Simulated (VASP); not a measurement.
# Re (P-3m1) in VASP: notebook

The runs below take Re through single point, with PBE.

Program: VASP 6.6.1. These are calculated values, not measurements. Logs are shortened: lines on timing, memory, paths and dates and some standing lists are left out, and cuts for length are marked.

## 1. The cell of the first run

The structure is trigonal, space group P-3m1 (No. 164). The conventional cell has a = 2.849 Å, b = 2.849 Å, c = 4.484 Å, α = 90.00°, β = 90.00°, γ = 120.00°. Within 3.2 Å of Re (site symmetry 3m) lie 12 Re at 2.41 to 3.19 Å.

## 2. Single point, PBE (atoms displaced along a vibrational mode, the cell strained)

File INCAR:

```
PREC = Accurate ; ENCUT = 520
EDIFF = 1E-6 ; ISMEAR = 0
SIGMA = 0.15 ; LREAL = False
LASPH = True ; NELM = 80
ALGO = Fast ; ISIF = 2
LWAVE = False ; LCHARG = True
GGA = PE ; LELF = True
LVHAR = True ; NBANDS = 14
```

File KPOINTS:

```
regular mesh
0
Gamma
  18 18 10
```

File POSCAR:

```
Re
1.0
    2.8489119573      0.0000000000      0.0000000000
   -1.4244559786      2.4672301281      0.0000000000
    0.0000000000      0.0000000000      4.4842238099
Re
2
Direct
    0.3333333333      0.6666666667      0.1958100197
    0.6666666667      0.3333333333      0.8041899803
```

Potentials or basis: VASP PAW PBE potentials, release 64 (Re).

Started as:

```console
$ cat potpaw_PBE.64/Re/POTCAR > POTCAR
$ mpirun -np 1 vasp_std > vasp.out
```

OUTCAR:

```text
PREC = Accurate
   ENCUT = 520
   EDIFF = 1E-6
   ISMEAR = 0
   LREAL = False
   LASPH = True
   NELM = 80
   ISIF = 2
   GGA = PE

 ion  position               nearest neighbor table
   1  0.333  0.667  0.196-   2 2.41   2 2.41   2 2.41   2 3.19   2 3.19   2 3.19
   2  0.667  0.333  0.804-   1 2.41   1 2.41   1 2.41   1 3.19   1 3.19   1 3.19

  LATTYP: Found a hexagonal cell.
 ALAT       =     2.8489119573
 C/A-ratio  =     1.5740127730

  Lattice vectors:

 A1 = (   2.8489119573,   0.0000000000,   0.0000000000)
 A2 = (  -1.4244559786,   2.4672301281,   0.0000000000)
 A3 = (   0.0000000000,   0.0000000000,   4.4842238099)

Analysis of symmetry for initial positions (statically):
=====================================================================
 Subroutine PRICEL returns:
 Original cell was already a primitive cell.

 Routine SETGRP: Setting up the symmetry group for a
 hexagonal supercell.

 Subroutine GETGRP returns: Found 12 space group operations
 (whereof 12 operations were pure point group operations)
 out of a pool of 24 trial point group operations.

The static configuration has the point symmetry D_3d.

Analysis of symmetry for dynamics (positions and initial velocities):
=====================================================================
 Subroutine PRICEL returns:
 Original cell was already a primitive cell.

 Routine SETGRP: Setting up the symmetry group for a
 hexagonal supercell.

 Subroutine GETGRP returns: Found 12 space group operations
 (whereof 12 operations were pure point group operations)
 out of a pool of 24 trial point group operations.

The dynamic configuration has the point symmetry D_3d.

 Subroutine INISYM returns: Found 12 space group operations
 (whereof 12 operations are pure point group operations),
 and found     1 'primitive' translations

----------------------------------------------------------------------------------------

                                     Primitive cell

  volume of cell :      31.5193

  direct lattice vectors                    reciprocal lattice vectors
     2.848911957  0.000000000  0.000000000     0.351011198  0.202656410  0.000000000
    -1.424455979  2.467230128  0.000000000     0.000000000  0.405312820  0.000000000
     0.000000000  0.000000000  4.484223810     0.000000000  0.000000000  0.223004034

  length of vectors
     2.848911957  2.848911957  4.484223810     0.405312820  0.405312820  0.223004034

  position of ions in fractional coordinates (direct lattice)
     0.333333333  0.666666667  0.195810020
     0.666666667  0.333333333  0.804189980

  ion indices of the primitive-cell ions
   primitive index   ion index
                 1           1
                 2           2

----------------------------------------------------------------------------------------

 KPOINTS: regular mesh

Automatic generation of k-mesh.
 Grid dimensions read from file:
 generate k-points for:   18   18   10

 Generating k-lattice:

  Cartesian coordinates                     Fractional coordinates (reciprocal lattice)
     0.019500622  0.011258689  0.000000000     0.055555556  0.000000000  0.000000000
     0.000000000  0.022517379  0.000000000     0.000000000  0.055555556  0.000000000
     0.000000000  0.000000000  0.022300403     0.000000000  0.000000000  0.100000000

  Length of vectors
     0.022517379  0.022517379  0.022300403

  Shift w.r.t. Gamma in fractional coordinates (k-lattice)
     0.000000000  0.000000000  0.000000000

 Subroutine IBZKPT returns following result:
 ===========================================

 Found    330 irreducible k-points:

 Following reciprocal coordinates:
            Coordinates               Weight
  0.000000  0.000000  0.000000      1.000000
  0.055556  0.000000  0.000000      6.000000
  0.111111  0.000000  0.000000      6.000000
  0.166667  0.000000  0.000000      6.000000
  0.222222  0.000000  0.000000      6.000000
  0.277778  0.000000  0.000000      6.000000
[... 16 lines left out ...]
  0.333333  0.111111  0.000000     12.000000
  0.388889  0.111111  0.000000     12.000000
 [... further k-points ...]
   k-points           NKPTS =    330   k-points in BZ     NKDIM =    330   number of bands    NBANDS=     14
   number of dos      NEDOS =    301   number of ions     NIONS =      2
   total plane-waves  NPLWV =  20736
   dimension x,y,z NGX =    24 NGY =   24 NGZ =   36
   dimension x,y,z NGXF=    48 NGYF=   48 NGZF=   72
   ions per type =               2
   NGX,Y,Z   is equivalent  to a cutoff of  14.01, 14.01, 13.35 a.u.
   NGXF,Y,Z  is equivalent  to a cutoff of  28.01, 28.01, 26.69 a.u.
 SYSTEM =  unknown system
   PREC   = accura    normal or accurate (medium, high low for compatibility)
   ISTART =      0    job   : 0-new  1-cont  2-samecut
   ICHARG =      2    charge: 1-file 2-atom 10-const
   ISPIN  =      1    spin polarized calculation?
   LNONCOLLINEAR =      F non collinear calculations
   LSORBIT =      F    spin-orbit coupling
[... 29 lines left out ...]
   LHFCALC =     F    Hartree Fock is set to
   AEXX    =    0.0000 exact exchange contribution
   IVDW    =     0    specifies the selected vdW correction
   LEPSILON=     F    determine dielectric tensor
   LRPA    =     F    only Hartree local field effects (RPA)
 non-spin polarized calculation
 RMM-DIIS sequential band-by-band and
 Gauss-broadening in eV      SIGMA  =   0.15
  energy-cutoff  :      520.00
  volume of cell :       31.52
 maximum number of plane-waves:       863
 NGX is ok and might be reduce to    24
   NGX = 11   NGY = 11   NGZ = 17

 number of electron      14.0000001 magnetization

 Free energy of the ion-electron system (eV)
  ---------------------------------------------------
  ext. energy  EPLUGINS =         0.00000000
  ---------------------------------------------------
  free energy    TOTEN  =       -23.66589406 eV

  energy without entropy =      -23.64752898  energy(sigma->0) =      -23.65671152

 E-fermi :   7.3410     XC(G=0): -13.1979

 val. band max:        7.3355812114   @ k =   0.3889   0.0556   0.1000
 cond. band min:       7.3433706380   @ k =   0.3889   0.0556   0.3000
 fundamental gap:      0.0077894266
 Fermi energy:         7.3409834540

 k-point     1 :       0.0000    0.0000    0.0000
  band No.  band energies     occupation
      1      -2.2721      2.00000
      2       0.3747      2.00000
      3       4.6176      2.00000
      4       4.6176      2.00000
      5       4.6930      2.00000
      6       4.6930      2.00000
      7       5.7852      2.00000
      8       8.3369      0.00000
      9       8.3369      0.00000
     10       9.9256      0.00000
     11      11.1700      0.00000
     12      11.1700      0.00000
     13      13.9896      0.00000
     14      20.5659      0.00000

 k-point     2 :       0.0556    0.0000    0.0000
  band No.  band energies     occupation
      1      -2.1529      2.00000
      2       0.4752      2.00000
      3       4.3656      2.00000
      4       4.6369      2.00000
      5       4.6576      2.00000
      6       4.7828      2.00000
      7       5.9882      2.00000
      8       8.2102      0.00000
      9       8.3193      0.00000
     10       9.3068      0.00000
     11      11.2372      0.00000
     12      11.9278      0.00000
     13      14.0945      0.00000
     14      20.8214      0.00000

 k-point     3 :       0.1111    0.0000    0.0000
  band No.  band energies     occupation
      1      -1.8052      2.00000
      2       0.7571      2.00000
      3       3.8762      2.00000
      4       4.4710      2.00000
      5       4.7291      2.00000
      6       5.0787      2.00000
      7       6.3542      2.00000
      8       7.7624      0.00007
      9       8.3101      0.00000
     10       8.6376      0.00000
     11      11.4084      0.00000
     12      13.1129      0.00000
     13      14.3930      0.00000
     14      21.5365      0.00000
[... 324 lines left out ...]
 k-point    23 :       0.3333    0.1111    0.0000
  band No.  band energies     occupation
      1       1.1093      2.00000
      2       1.6295      2.00000
      3       2.6373      2.00000
      4       4.1136      2.00000
      5       4.7419      2.00000
      6       5.8317      2.00000
      7       7.3496      0.93503
      8       9.2956      0.00000
      9       9.6385      0.00000
     10      11.0305      0.00000
     11      11.8138      0.00000
     12      15.4100      0.00000
     13      16.4186      0.00000
     14      17.6225      0.00000

 k-point    24 :       0.3889    0.1111    0.0000
  band No.  band energies     occupation
      1       0.9754      2.00000
      2       1.7767      2.00000
      3       2.4952      2.00000
      4       4.2692      2.00000
      5       5.0658      2.00000
      6       5.9555      2.00000
      7       7.4827      0.18150
      8       9.9426      0.00000
      9      10.2933      0.00000
     10      11.2812      0.00000
     11      12.0979      0.00000
     12      14.3643      0.00000
     13      16.1255      0.00000
     14      17.2093      0.00000

 [... further k-points ...]

------------------------ aborting loop because EDIFF is reached ----------------------------------------

  FORCE on cell =-STRESS in cart. coord.  units (eV):
  Direction    XX          YY          ZZ          XY          YZ          ZX
  --------------------------------------------------------------------------------------
  -------------------------------------------------------------------------------------
  Total        2.5017271      2.5017271      5.9030146      0.0000000      0.0000000     -0.0000000
  in kB      127.1670345    127.1670345    300.0602548      0.0000000      0.0000000     -0.0000000
  external PRESSURE =     184.7981080 kB  Pullay stress =       0.0000000 kB

 VOLUME and BASIS-vectors are now :
 -----------------------------------------------------------------------------
  energy-cutoff  :      520.00
  volume of cell :       31.52
      direct lattice vectors                 reciprocal lattice vectors
     2.848911957  0.000000000  0.000000000     0.351011198  0.202656410  0.000000000
    -1.424455979  2.467230128  0.000000000     0.000000000  0.405312820  0.000000000
     0.000000000  0.000000000  4.484223810     0.000000000  0.000000000  0.223004034

 POSITION                                       TOTAL-FORCE (eV/Angst)
 -----------------------------------------------------------------------------------
     -0.00000      1.64482      0.87806         0.000000     -0.000000      6.191686
      1.42446      0.82241      3.60617        -0.000000      0.000000     -6.191686
 -----------------------------------------------------------------------------------
    total drift:                               -0.000000      0.000000      0.000000

  FREE ENERGIE OF THE ION-ELECTRON SYSTEM (eV)
  ---------------------------------------------------
  free  energy   TOTEN  =       -23.6658940632 eV

  energy  without entropy=      -23.6475289770  energy(sigma->0) =      -23.65671152
```

Run time: 77 s. Hardware: 1 thread of Intel Xeon 6975P-C (Granite Rapids), shared host; peak memory 0.25 GiB.

Results:

```yaml
Free_energy: -23.6659 eV
Pressure: 18.5 GPa
Largest_force: 6.192 eV/Å
Band_gap_on_the_k_mesh: zero (bands 7 and 8 overlap by 2.46 eV)
```

Forces in eV/Å, atoms in the order of the input:
```
Re   0.000  0.000  6.192
Re   0.000  0.000 -6.192
```

Caveat: the cell differs from its parent crystal (atoms displaced along a vibrational mode, the cell strained); the stress differs along the axes, from 13 to 30 GPa; spin-orbit coupling is left out, which moves the levels of the heavy elements; forces of over 1 eV/Å act on the atoms, so gaps and moduli don't describe the material at rest.

## 3. Single point, PBE (atoms displaced along a vibrational mode, the cell strained)

File INCAR:

```
PREC     = Accurate       # precision mode
ENCUT    = 520            # plane-wave cutoff, eV
EDIFF    = 1E-6           # SCF threshold, eV
ISMEAR   = 0              # smearing method
SIGMA    = 0.15           # smearing width, eV
LREAL    = F              # projectors in reciprocal space
LASPH    = T              # aspherical terms in the spheres
NELM     = 100            # most SCF steps
ALGO     = Fast           # electronic algorithm
ISIF     = 2              # what is computed and relaxed
LWAVE    = F              # write WAVECAR
LCHARG   = F              # write CHGCAR
GGA      = PE             # functional
NBANDS   = 14             # bands
```

KPOINTS is that of step 2.

File POSCAR:

```
Re
1.0
    2.8489119573      0.0000000000      0.0000000000
   -1.4244559786      2.4672301281      0.0000000000
    0.0000000000      0.0000000000      4.4842238099
Re
2
Direct
    0.3333333333      0.6666666667      0.2174860118
    0.6666666667      0.3333333333      0.7825139882
```

Potentials or basis: VASP PAW PBE potentials, release 64 (Re).

Started as:

```console
$ cat potpaw_PBE.64/Re/POTCAR > POTCAR
$ mpirun -np 1 vasp_std > vasp.out
```

Wall time 67 s (1 thread of Intel Xeon 6975P-C (Granite Rapids), shared host); peak memory 0.25 GiB.

It converged, with:

| Property | Result |
| --- | --- |
| Free energy | -24.5024 eV |
| Pressure | -5.3 GPa |
| Largest force | 2.611 eV/Å |
| Band gap on the k mesh | zero (bands 7 and 8 overlap by 2.61 eV) |

Forces on the atoms (eV/Å):
```
Re   0.000  0.000  2.611
Re   0.000  0.000 -2.611
```

Stress tensor (GPa, compression positive):
```
-10.61   0.00   0.00
  0.00 -10.61   0.00
  0.00   0.00   5.42
```

Levels at points of the mesh, in eV from the Fermi level:
```
           k point  band 5  band 6  band 7  band 8  band 9  band 10
(0.00, 0.00, 0.00)   -1.41   -1.41   -1.19    0.66    0.66     1.61
(0.50, 0.00, 0.00)   -1.65   -0.95   -0.02    3.27    3.73     4.58
(0.00, 0.00, 0.50)   -1.97   -1.90   -1.90   -0.33    2.01     2.01
(0.50, 0.00, 0.50)   -0.99    0.86    1.04    1.56    3.34     3.42
```

Caveat: the cell differs from its parent crystal (atoms displaced along a vibrational mode, the cell strained); the stress differs along the axes, from -11 to 5 GPa; spin-orbit coupling is left out, which moves the levels of the heavy elements; forces of over 1 eV/Å act on the atoms, so gaps and moduli don't describe the material at rest.

## 4. Single point, PBE (atoms displaced along a vibrational mode, the cell strained)

File INCAR:

```
PREC = Accurate ; ENCUT = 520
EDIFF = 1E-6 ; ISMEAR = 0
SIGMA = 0.15 ; LREAL = False
LASPH = True ; NELM = 100
ALGO = Fast ; ISIF = 2
LWAVE = False ; LCHARG = False
GGA = PE ; NBANDS = 14
```

File KPOINTS:

```
Automatic mesh
0
Gamma
  18 18 10
```

File POSCAR:

```
Re
1.0
    2.8489119573      0.0000000000      0.0000000000
   -1.4244559786      2.4672301281      0.0000000000
    0.0000000000      0.0000000000      4.4842238099
Re
2
Direct
    0.3333333333      0.6666666667      0.2066480157
    0.6666666667      0.3333333333      0.7933519843
```

Started as:

```console
$ cat potpaw_PBE.64/Re/POTCAR > POTCAR
$ mpirun -np 1 vasp_std > vasp.out
```

It took 65 s on 1 thread of Intel Xeon 6975P-C (Granite Rapids), shared host; peak memory 0.25 GiB.

The run converged. Its results:

```yaml
Free_energy: -24.1694 eV
Pressure: 5.0 GPa
Largest_force: 4.254 eV/Å
Band_gap_on_the_k_mesh: zero (bands 7 and 8 overlap by 2.49 eV)
```

Forces on the atoms (eV/Å):
```
Re   0.000  0.000  4.254
Re   0.000  0.000 -4.254
```

Stress tensor (GPa, compression positive):
```
-0.75  0.00  0.00
 0.00 -0.75  0.00
 0.00  0.00 16.39
```

Levels at points of the mesh, in eV from the Fermi level:
| k point | band 4 | band 5 | band 6 | band 7 | band 8 | band 9 | band 10 | band 11 |
| --- | --- | --- | --- | --- | --- | --- | --- | --- |
| (0.00, 0.00, 0.00) | -2.18 | -1.98 | -1.98 | -1.36 | 0.84 | 0.84 | 2.05 | 3.64 |
| (0.50, 0.00, 0.00) | -2.49 | -1.71 | -1.04 | 0.11 | 3.02 | 3.51 | 4.70 | 5.30 |
| (0.00, 0.00, 0.50) | -2.36 | -2.36 | -2.32 | -2.32 | 0.21 | 1.91 | 1.91 | 3.52 |
| (0.50, 0.00, 0.50) | -2.45 | -1.58 | 0.78 | 1.05 | 1.78 | 2.79 | 3.14 | 4.01 |

Caveat: the cell differs from its parent crystal (atoms displaced along a vibrational mode, the cell strained); the stress differs along the axes, from -1 to 16 GPa; spin-orbit coupling is left out, which moves the levels of the heavy elements; forces of over 1 eV/Å act on the atoms, so gaps and moduli don't describe the material at rest.

## 5. Single point, PBE (atoms displaced along a vibrational mode, the cell strained)

File INCAR:

```
SYSTEM = Re
  PREC = Accurate
  ENCUT = 520
  EDIFF = 1E-6
  ISMEAR = 0
  SIGMA = 0.15
  LREAL = .False.
  LASPH = .True.
  NELM = 80
  ALGO = Fast
  ISIF = 2
  LWAVE = .False.
  LCHARG = .False.
  GGA = PE
  NBANDS = 14
```

File KPOINTS:

```
regular mesh
0
Gamma
  18 18 10
  0 0 0
```

File POSCAR:

```
Re
1.0
    2.8489119573      0.0000000000      0.0000000000
   -1.4244559786      2.4672301281      0.0000000000
    0.0000000000      0.0000000000      4.4842238099
Re
2
Direct
    0.3333333333      0.6666666667      0.2283240079
    0.6666666667      0.3333333333      0.7716759921
```

Started as:

```console
$ cat potpaw_PBE.64/Re/POTCAR > POTCAR
$ mpirun -np 1 vasp_std > vasp.out
```

Run time: 66 s. Hardware: 1 thread of Intel Xeon 6975P-C (Granite Rapids), shared host; peak memory 0.25 GiB.

Results (log left out):

| Quantity | Value |
| --- | --- |
| Free energy | -24.6841 eV |
| Pressure | -12.4 GPa |
| Largest force | 1.177 eV/Å |
| Band gap on the k mesh | zero (bands 7 and 8 overlap by 2.65 eV) |

Forces on the atoms (eV/Å):
```
Re   0.000  0.000  1.177
Re   0.000  0.000 -1.177
```

Stress tensor (GPa, compression positive):
```
-16.66   0.00   0.00
  0.00 -16.66   0.00
  0.00   0.00  -3.78
```

Levels at points of the mesh, in eV from the Fermi level:
```tsv
k point	band 4	band 5	band 6	band 7	band 8	band 9	band 10	band 11
(0.00, 0.00, 0.00)	-1.53	-1.10	-0.99	-0.99	0.42	0.42	1.23	3.32
(0.50, 0.00, 0.00)	-1.95	-1.66	-0.96	-0.16	3.39	3.86	4.41	5.50
(0.00, 0.00, 0.50)	-1.73	-1.73	-1.66	-1.66	-0.90	2.10	2.10	2.96
(0.50, 0.00, 0.50)	-2.93	-0.49	0.87	0.97	1.20	3.59	3.77	3.94
```

Caveat: the cell differs from its parent crystal (atoms displaced along a vibrational mode, the cell strained); the stress differs along the axes, from -17 to -4 GPa; spin-orbit coupling is left out, which moves the levels of the heavy elements; forces of over 1 eV/Å act on the atoms, so gaps and moduli don't describe the material at rest.

## 6. Overview

```tsv
cell	gap on the mesh (eV)	pressure (GPa)	largest force (eV/Å)
as given, atomic positions A	none	18.5	6.19
as given, atomic positions B	none	-5.3	2.61
as given, atomic positions C	none	5.0	4.25
as given, atomic positions D	none	-12.4	1.18
```

Alike in all rows: task single point; level PBE; potentials or basis VASP PAW PBE potentials, release 64 (Re); no spin polarisation; k mesh 18 × 18 × 10; cutoff (eV) 520; smearing gaussian 0.15 eV.

Caveats: spin-orbit coupling is left out, which moves the levels of the heavy elements; forces of over 1 eV/Å act on the atoms, so gaps and moduli don't describe the material at rest; the stress differs along the axes, from 13 to 30 GPa (at least some runs); the stress differs along the axes, from -11 to 5 GPa (at least some runs); the stress differs along the axes, from -1 to 16 GPa (at least some runs); the stress differs along the axes, from -17 to -4 GPa (at least some runs).

Total energies depend on the potentials used, so only differences within one code and one set of settings carry meaning.
